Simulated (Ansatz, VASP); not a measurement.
# MgF2 in VASP and in Ansatz

```
Mg F
1.0
     4.62202    0.00000    0.00000
     0.00000    4.62202    0.00000
     0.00000    0.00000    3.04611
Mg F
2 4
Direct
  0.00000 0.00000 0.00000
  0.50000 0.50000 0.50000
  0.30295 0.30295 0.00000
  0.19705 0.80295 0.50000
  0.69705 0.69705 0.00000
  0.80295 0.19705 0.50000
```

Alike in both runs: task single point; functional HSE06; k mesh 4 × 4 × 6; no spin polarisation.

|  | VASP | Ansatz |
| --- | --- | --- |
| version | VASP 6.6.1 | Ansatz 0.2.0 |
| potentials or method | VASP PAW PBE potentials, release 64 (Mg, F) | plane waves, PAW |
| plane-wave cutoff (eV) | 520 | 420 |
| occupations | gaussian, width 0.01 eV | fixed |
| valence electrons in the cell | 32 | 48 |

Ansatz gave:

- gap on the k mesh at the Fermi level (eV): 9.47
- pressure (GPa): 1.1
- rms of the force components (eV/Å): 0.010

Question: Estimate VASP's values.

Answer: gap on the k mesh at the Fermi level (eV): 9.41; pressure (GPa): 0.7; rms of the force components (eV/Å): 0.008.

Atom by atom the forces differ by 0.003 eV/Å (rms over components). VASP's potentials hold 32 valence electrons a cell and Ansatz's 48, so a difference there can come from the potentials and not from the codes. Ansatz's warnings: stress exchange threshold loose, stress scf threshold loose.
